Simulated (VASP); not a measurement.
# MgF2 (rutile type) (P4_2/mnm) in VASP: single point with PBEsol

Aim: the single point of MgF2 (rutile type) with PBEsol.

Program: VASP 6.6.1. These are calculated values, not measurements. Logs are shortened: lines on timing, memory, paths and dates and some standing lists are left out, and cuts for length are marked.

## (1) The cell of the first run

The structure is tetragonal, space group P4_2/mnm (No. 136). Conventional cell: a = 4.639 Å, b = 4.639 Å, c = 3.062 Å, α = 90.00°, β = 90.00°, γ = 90.00°. Within 2.6 Å of Mg (site symmetry mmm) lie 6 F at 1.99 to 2.00 Å. Within 2.6 Å of F (site symmetry m2m) lie 3 Mg at 1.99 to 2.00 Å and 1 F at 2.58 Å.

## (2) Single point, PBEsol

Input file POSCAR:

```
MgF2
1.0
    4.6392492389      0.0000000000      0.0000000000
    0.0000000000      4.6392492389      0.0000000000
    0.0000000000      0.0000000000      3.0624562022
Mg F
2 4
Direct
    0.0000000000      0.0000000000      0.0000000000
    0.5000000000      0.5000000000      0.5000000000
    0.3033899452      0.3033899452      0.0000000000
    0.6966100548      0.6966100548      0.0000000000
    0.8033899452      0.1966100548      0.5000000000
    0.1966100548      0.8033899452      0.5000000000
```

Input file INCAR.step1:

```
PREC = Accurate ; ENCUT = 520
EDIFF = 1E-6 ; ISMEAR = -1
SIGMA = 0.08 ; LREAL = False
LASPH = True ; NELM = 120
ALGO = Normal ; ISIF = 2
LWAVE = False ; LCHARG = True
GGA = PS ; NBANDS = 25
GGA_COMPAT = False ; NEDOS = 2001
LORBIT = 11
```

Input file KPOINTS.step1:

```
Automatic mesh
0
Gamma
  7 7 10
```

Input file INCAR.step2:

```
PREC = Accurate ; ENCUT = 520
EDIFF = 1E-6 ; ISMEAR = -5
SIGMA = 0.08 ; LREAL = False
LASPH = True ; NELM = 120
ALGO = Normal ; ISIF = 2
LWAVE = False ; LCHARG = False
GGA = PS ; LORBIT = 11
NEDOS = 2001 ; ICHARG = 11
GGA_COMPAT = False
```

Input file KPOINTS.step2:

```
Automatic mesh
0
Gamma
  11 11 15
```

Potentials or basis: VASP PAW PBE potentials, release 64 (Mg, F).

Started as:

```
cat potpaw_PBE.64/Mg/POTCAR potpaw_PBE.64/F/POTCAR > POTCAR
cp INCAR.step1 INCAR
cp KPOINTS.step1 KPOINTS
mpirun -np 1 vasp_std > vasp.out
cp INCAR.step2 INCAR
cp KPOINTS.step2 KPOINTS
mpirun -np 1 vasp_std > vasp.out
```

OUTCAR:

```text
PREC = Accurate
   ENCUT = 520
   EDIFF = 1E-6
   ISMEAR = -5
   LREAL = False
   LASPH = True
   NELM = 120
   ISIF = 2
   GGA = PS
   LORBIT = 11
   ICHARG = 11

 ion  position               nearest neighbor table
   1  0.000  0.000  0.000-   3 1.99   4 1.99   5 2.00   6 2.00   5 2.00   6 2.00   2 3.62   2 3.62
                             2 3.62   2 3.62   2 3.62   2 3.62   2 3.62   2 3.62
   2  0.500  0.500  0.500-   5 1.99   6 1.99   3 2.00   4 2.00   3 2.00   4 2.00   1 3.62   1 3.62
                             1 3.62   1 3.62   1 3.62   1 3.62   1 3.62   1 3.62
   3  0.303  0.303  0.000-   1 1.99   2 2.00   2 2.00
   4  0.697  0.697  0.000-   1 1.99   2 2.00   2 2.00
   5  0.803  0.197  0.500-   2 1.99   1 2.00   1 2.00
   6  0.197  0.803  0.500-   2 1.99   1 2.00   1 2.00

  LATTYP: Found a simple tetragonal cell.
 ALAT       =     4.6392492389
 C/A-ratio  =     0.6601189211

  Lattice vectors:

 A1 = (   4.6392492389,   0.0000000000,   0.0000000000)
 A2 = (   0.0000000000,   4.6392492389,   0.0000000000)
 A3 = (   0.0000000000,   0.0000000000,   3.0624562022)

Analysis of symmetry for initial positions (statically):
=====================================================================
 Subroutine PRICEL returns:
 Original cell was already a primitive cell.

 Routine SETGRP: Setting up the symmetry group for a
 simple tetragonal supercell.

 Subroutine GETGRP returns: Found 16 space group operations
 (whereof  8 operations were pure point group operations)
 out of a pool of 16 trial point group operations.

The static configuration has the point symmetry D_2h.
 The point group associated with its full space group is D_4h.

Analysis of symmetry for dynamics (positions and initial velocities):
=====================================================================
 Subroutine PRICEL returns:
 Original cell was already a primitive cell.

 Routine SETGRP: Setting up the symmetry group for a
 simple tetragonal supercell.

 Subroutine GETGRP returns: Found 16 space group operations
 (whereof  8 operations were pure point group operations)
 out of a pool of 16 trial point group operations.

The dynamic configuration has the point symmetry D_2h.
 The point group associated with its full space group is D_4h.

 Subroutine INISYM returns: Found 16 space group operations
 (whereof  8 operations are pure point group operations),
 and found     1 'primitive' translations

----------------------------------------------------------------------------------------

                                     Primitive cell

  volume of cell :      65.9121

  direct lattice vectors                    reciprocal lattice vectors
     4.639249239  0.000000000  0.000000000     0.215552118  0.000000000  0.000000000
     0.000000000  4.639249239  0.000000000     0.000000000  0.215552118  0.000000000
     0.000000000  0.000000000  3.062456202     0.000000000  0.000000000  0.326535282

  length of vectors
     4.639249239  4.639249239  3.062456202     0.215552118  0.215552118  0.326535282

  position of ions in fractional coordinates (direct lattice)
     0.000000000  0.000000000  0.000000000
     0.500000000  0.500000000  0.500000000
     0.303389945  0.303389945  0.000000000
     0.696610055  0.696610055  0.000000000
     0.803389945  0.196610055  0.500000000
     0.196610055  0.803389945  0.500000000

  ion indices of the primitive-cell ions
   primitive index   ion index
                 1           1
                 2           2
                 3           3
                 4           4
                 5           5
                 6           6

----------------------------------------------------------------------------------------

 KPOINTS: Automatic mesh

Automatic generation of k-mesh.
 Grid dimensions read from file:
 generate k-points for:   11   11   15

 Generating k-lattice:

  Cartesian coordinates                     Fractional coordinates (reciprocal lattice)
     0.019595647  0.000000000  0.000000000     0.090909091  0.000000000  0.000000000
     0.000000000  0.019595647  0.000000000     0.000000000  0.090909091  0.000000000
     0.000000000  0.000000000  0.021769019     0.000000000  0.000000000  0.066666667

  Length of vectors
     0.019595647  0.019595647  0.021769019

  Shift w.r.t. Gamma in fractional coordinates (k-lattice)
     0.000000000  0.000000000  0.000000000

 TETIRR: Found   2696 inequivalent tetrahedra from    10890

 Subroutine IBZKPT returns following result:
 ===========================================

 Found    168 irreducible k-points:

 Following reciprocal coordinates:
            Coordinates               Weight
  0.000000  0.000000  0.000000      1.000000
  0.090909  0.000000  0.000000      4.000000
  0.181818  0.000000  0.000000      4.000000
  0.272727  0.000000  0.000000      4.000000
  0.363636  0.000000  0.000000      4.000000
  0.454545  0.000000  0.000000      4.000000
[... 16 lines left out ...]
  0.090909  0.000000  0.066667      8.000000
  0.181818  0.000000  0.066667      8.000000
 [... further k-points ...]
   k-points           NKPTS =    168   k-points in BZ     NKDIM =    168   number of bands    NBANDS=     20
   number of dos      NEDOS =   2001   number of ions     NIONS =      6
   total plane-waves  NPLWV =  31104
   dimension x,y,z NGX =    36 NGY =   36 NGZ =   24
   dimension x,y,z NGXF=    72 NGYF=   72 NGZF=   48
   ions per type =               2   4
   NGX,Y,Z   is equivalent  to a cutoff of  12.90, 12.90, 13.03 a.u.
   NGXF,Y,Z  is equivalent  to a cutoff of  25.80, 25.80, 26.06 a.u.
 SYSTEM =  unknown system
   PREC   = accura    normal or accurate (medium, high low for compatibility)
   ISTART =      0    job   : 0-new  1-cont  2-samecut
   ICHARG =     11    charge: 1-file 2-atom 10-const
   ISPIN  =      1    spin polarized calculation?
   LNONCOLLINEAR =      F non collinear calculations
   LSORBIT =      F    spin-orbit coupling
   LASPH  =      T    aspherical Exc in radial PAW
   ENCUT  =  520.0 eV  38.22 Ry    6.18 a.u.   8.63  8.63  5.69*2*pi/ulx,y,z
   NELM   =    120;   NELMIN=  2; NELMDL=  0     # of ELM steps
   EDIFF  = 0.1E-05   stopping-criterion for ELM
   LREAL  =      F    real-space projection
   EDIFFG = 0.1E-04   stopping-criterion for IOM
   NSW    =      0    number of steps for IOM
   IBRION =     -1    ionic relax: 0-MD 1-quasi-New 2-CG
   NFREE  =      0    steps in history (QN), initial steepest desc. (CG)
   ISIF   =      2    stress and relaxation
   ISYM   =      2    0-nonsym 1-usesym 2-fastsym
   POTIM  = 0.5000    time-step for ionic-motion
   TEBEG  =    0.0;   TEEND  =   0.0 temperature during run
   PSTRESS=    0.0 pullay stress
   NELECT =      32.0000    total number of electrons
   NUPDOWN=      -1.0000    fix difference up-down
   EMIN   =  10.00;   EMAX   =-10.00  energy-range for DOS
   EFERMI =   0.00;   METHOD = LEGACY
   ISMEAR =    -5;   SIGMA  =   0.08  broadening in eV -4-tet -1-fermi 0-gaus
   EFERMI_NEDOS =   21; number of points for ismear=-14 and -15
   IALGO  =     38    algorithm
   IMIX   =      4    mixing-type and parameters
     AMIX     =   0.40;   BMIX     =  1.00
     AMIX_MAG =   1.60;   BMIX_MAG =  1.00
  volume/ion in A,a.u.               =      10.99        74.13
  Fermi-wavevector in a.u.,A,eV,Ry     =   1.286678  2.431468 22.524977  1.655539
  Thomas-Fermi vector in A             =   2.418738
   LORBIT       =     11    0 simple, 1 ext, 2 COOP (PROOUT), +10 PAW based schemes
   GGA     = PS    functional components
   LHFCALC =     F    Hartree Fock is set to
   AEXX    =    0.0000 exact exchange contribution
   IVDW    =     0    specifies the selected vdW correction
   LEPSILON=     F    determine dielectric tensor
   LRPA    =     F    only Hartree local field effects (RPA)
 non-spin polarized calculation
 Fermi weights with tetrahedron method with Bloechl corrections
  energy-cutoff  :      520.00
  volume of cell :       65.91
 maximum number of plane-waves:      1827
 NGX is ok and might be reduce to    36

 number of electron      32.0000032 magnetization

 Free energy of the ion-electron system (eV)
  ---------------------------------------------------
  ext. energy  EPLUGINS =         0.00000000
  ---------------------------------------------------
  free energy    TOTEN  =       -32.59985309 eV

  energy without entropy =      -32.59985309  energy(sigma->0) =      -32.59985309

 E-fermi :  -1.3498     XC(G=0):  -9.9423

 val. band max:       -1.3611556430   @ k =   0.0000   0.0000   0.0000
 cond. band min:       5.4988290376   @ k =   0.0000   0.0000   0.0000
 fundamental gap:      6.8599846806
 Fermi energy:        -1.3497808395

 k-point     1 :       0.0000    0.0000    0.0000
  band No.  band energies     occupation
      1     -21.9758      2.00000
      2     -21.1678      2.00000
      3     -21.1678      2.00000
      4     -21.0800      2.00000
      5      -5.4551      2.00000
      6      -3.8600      2.00000
[... 12 lines left out ...]
     19      10.6183      0.00000
     20      12.1062      0.00000

 k-point     2 :       0.0909    0.0000    0.0000
  band No.  band energies     occupation
      1     -21.9619      2.00000
      2     -21.1997      2.00000
      3     -21.1637      2.00000
      4     -21.0667      2.00000
      5      -5.4237      2.00000
      6      -3.8536      2.00000
[... 12 lines left out ...]
     19      10.6720      0.00000
     20      12.1490      0.00000

 k-point     3 :       0.1818    0.0000    0.0000
  band No.  band energies     occupation
      1     -21.9224      2.00000
      2     -21.2701      2.00000
      3     -21.1528      2.00000
      4     -21.0521      2.00000
      5      -5.3334      2.00000
      6      -3.8553      2.00000
[... 12 lines left out ...]
     19      10.8287      0.00000
     20      12.2225      0.00000

 k-point     4 :       0.2727    0.0000    0.0000
  band No.  band energies     occupation
      1     -21.8589      2.00000
      2     -21.3604      2.00000
      3     -21.1360      2.00000
      4     -21.0486      2.00000
      5      -5.1936      2.00000
      6      -4.1063      2.00000
[... 12 lines left out ...]
     19      11.0758      0.00000
     20      12.2542      0.00000

 k-point     5 :       0.3636    0.0000    0.0000
  band No.  band energies     occupation
      1     -21.7755      2.00000
      2     -21.4630      2.00000
      3     -21.1153      2.00000
      4     -21.0561      2.00000
      5      -5.0169      2.00000
      6      -4.3543      2.00000
[... 12 lines left out ...]
     19      11.3868      0.00000
     20      12.1905      0.00000
[... 353 lines left out ...]
      6      -4.4771      2.00000
[... 12 lines left out ...]
     19       9.7064      0.00000
     20      10.1720      0.00000

 k-point    22 :       0.0000    0.0000    0.0667
  band No.  band energies     occupation
      1     -21.9594      2.00000
      2     -21.1640      2.00000
      3     -21.1640      2.00000
      4     -21.0824      2.00000
      5      -5.4267      2.00000
      6      -3.8296      2.00000
[... 12 lines left out ...]
     19      10.7214      0.00000
     20      12.1731      0.00000

 k-point    23 :       0.0909    0.0000    0.0667
  band No.  band energies     occupation
      1     -21.9463      2.00000
      2     -21.1962      2.00000
      3     -21.1603      2.00000
      4     -21.0690      2.00000
      5      -5.3959      2.00000
      6      -3.8261      2.00000
[... 12 lines left out ...]
     19      10.7746      0.00000
     20      12.2161      0.00000

 k-point    24 :       0.1818    0.0000    0.0667
  band No.  band energies     occupation
      1     -21.9072      2.00000
      2     -21.2657      2.00000
      3     -21.1499      2.00000
      4     -21.0541      2.00000
      5      -5.3067      2.00000
      6      -3.8464      2.00000
[... 12 lines left out ...]
     19      10.9305      0.00000
     20      12.2919      0.00000

 [... further k-points ...]

------------------------ aborting loop because EDIFF is reached ----------------------------------------

  FORCE on cell =-STRESS in cart. coord.  units (eV):
  Direction    XX          YY          ZZ          XY          YZ          ZX
  --------------------------------------------------------------------------------------
  -------------------------------------------------------------------------------------
  Total       -0.3479450     -0.3479450     -0.3615441     -0.0000000      0.0000000      0.0000000
  in kB       -8.4577703     -8.4577703     -8.7883331     -0.0000000      0.0000000      0.0000000
  external PRESSURE =      -8.5679579 kB  Pullay stress =       0.0000000 kB

 VOLUME and BASIS-vectors are now :
 -----------------------------------------------------------------------------
  energy-cutoff  :      520.00
  volume of cell :       65.91
      direct lattice vectors                 reciprocal lattice vectors
     4.639249239  0.000000000  0.000000000     0.215552118  0.000000000  0.000000000
     0.000000000  4.639249239  0.000000000     0.000000000  0.215552118  0.000000000
     0.000000000  0.000000000  3.062456202     0.000000000  0.000000000  0.326535282

 POSITION                                       TOTAL-FORCE (eV/Angst)
 -----------------------------------------------------------------------------------
      0.00000      0.00000      0.00000        -0.000000      0.000000      0.000000
      2.31962      2.31962      1.53123        -0.000000      0.000000      0.000000
      1.40750      1.40750      0.00000         0.001026      0.001026      0.000000
      3.23175      3.23175      0.00000        -0.001026     -0.001026     -0.000000
      3.72713      0.91212      1.53123         0.001026     -0.001026      0.000000
      0.91212      3.72713      1.53123        -0.001026      0.001026      0.000000
 -----------------------------------------------------------------------------------
    total drift:                                0.000000      0.000000      0.000000

  FREE ENERGIE OF THE ION-ELECTRON SYSTEM (eV)
  ---------------------------------------------------
  free  energy   TOTEN  =       -32.5998530906 eV

  energy  without entropy=      -32.5998530906  energy(sigma->0) =      -32.59985309

 total charge

# of ion       s       p       d       tot
------------------------------------------
    1        0.125   0.157   0.076   0.359
    2        0.125   0.157   0.076   0.359
    3        1.728   4.414   0.000   6.143
    4        1.728   4.414   0.000   6.143
    5        1.728   4.414   0.000   6.143
    6        1.728   4.414   0.000   6.143
--------------------------------------------------
tot          7.162  17.972   0.152  25.287
```

Wall time 87 s (1 thread of Intel Xeon 6975P-C (Granite Rapids), shared host); peak memory 0.29 GiB.

What came out:

| Item | Value |
| --- | --- |
| Valence electrons inside the program's atomic spheres | Mg 0.36; F 6.14 |

Caveat: the PAW data sets were made with another functional, which shifts forces and pressure a little.
